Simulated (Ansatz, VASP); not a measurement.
**One calculation of B2N, two programs**

```
B N
1.0
    -2.06838    2.06838    2.90227
     2.06838   -2.06838    2.90227
     2.06838    2.06838   -2.90227
B N
4 2
Direct
  0.33333 0.33333 0.66667
  0.33333 0.66667 0.00000
  0.66667 0.33333 0.00000
  0.66667 0.66667 0.33333
  0.66667 0.66667 0.00000
  0.33333 0.33333 0.00000
```

Alike in both runs: task relaxation of cell and atoms; functional PBE; k mesh 6 × 6 × 6; occupations gaussian, width 0.1 eV; no spin polarisation.

|  | VASP | Ansatz |
| --- | --- | --- |
| version | VASP 6.6.1 | Ansatz 0.2.0 |
| potentials or method | VASP PAW PBE potentials, release 64 (B, N), cutoff 600 eV | scalar-relativistic, plane waves, PAW |
| valence electrons in the cell | 22 | 22 |

```tsv
	VASP	Ansatz	Ansatz less VASP
gap on the k mesh at the Fermi level, each at its own relaxed structure (eV)	none	none	-
relaxed volume (Å³/atom)	8.03	8.15	+0.115
relaxed length of the cell vector where the two differ most in proportion (Å)	4.493	4.538	+0.0445
```

A gap of «none» marks a metal or a gap that the smearing closes.
